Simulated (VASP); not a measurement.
Wanted: the native input for a VASP 6.6.1 run.

- Task: relaxation of cell and atoms
- Functional: PBEsol
- Potentials or basis: VASP PAW PBE potentials, release 64 (Li_sv, Br)
- Cutoff: 750 eV
- k mesh: 8 × 8 × 8
- Occupations: gaussian, width 0.01 eV
- Spin: no spin polarisation
- Dipole correction: no
- Further INCAR settings: ALGO = Normal; EDIFF = 1e-07; IBRION = 2; EDIFFG = -0.001; NSW = 80; ISIF = 3

The structure of LiBr lies in POSCAR:

```
LiBr
1.0
    0.0000000000      2.7061396205      2.7061396205
    2.7061396205      0.0000000000      2.7061396205
    2.7061396205      2.7061396205      0.0000000000
Li Br
1 1
Direct
    0.0000000000      0.0000000000      0.0000000000
    0.5000000000      0.5000000000      0.5000000000
```

One way to write it, as run:

INCAR

```
SYSTEM = LiBr
ALGO = Normal
EDIFF = 1E-7
EDIFFG = -0.001
ENCUT = 750
GGA = PS
GGA_COMPAT = .FALSE.
IBRION = 2
ISIF = 3
ISMEAR = 0
LASPH = .TRUE.
LCHARG = .FALSE.
LREAL = .FALSE.
LWAVE = .FALSE.
NELM = 120
NELMIN = 4
NSW = 80
PREC = Accurate
SIGMA = 0.01
```

KPOINTS

```
k-points
0
G
  8 8 8
  0 0 0
```

Potentials or basis: VASP PAW PBE potentials, release 64 (Li_sv, Br).

The run is started by

```console
$ cat potpaw_PBE.64/Li_sv/POTCAR potpaw_PBE.64/Br/POTCAR > POTCAR
$ mpirun -np 1 vasp_std > vasp.out
```

It gave:

```yaml
Relaxed_volume: 19.78 Å³/atom
Relaxed_cell: a = 3.825 Å, b = 3.825 Å, c = 3.825 Å, α = 60.00°, β = 60.00°, γ = 60.00°
Space_group_after_relaxing_to_0.05_Å: Fm-3m (No. 225)
Energy_gained_by_relaxing: 0.0 meV/atom
Ionic_steps: 3
Pressure_after_relaxing: 0.0 GPa
Band_gap_on_the_k_mesh: 4.99 eV, direct
```

Caveat: the PAW data sets were made with another functional, which shifts forces and pressure a little.

Run time: 35 s on 1 thread of Intel(R) Xeon(R) Platinum 8488C (Sapphire Rapids) (shared host), peak memory 0.2 GiB.
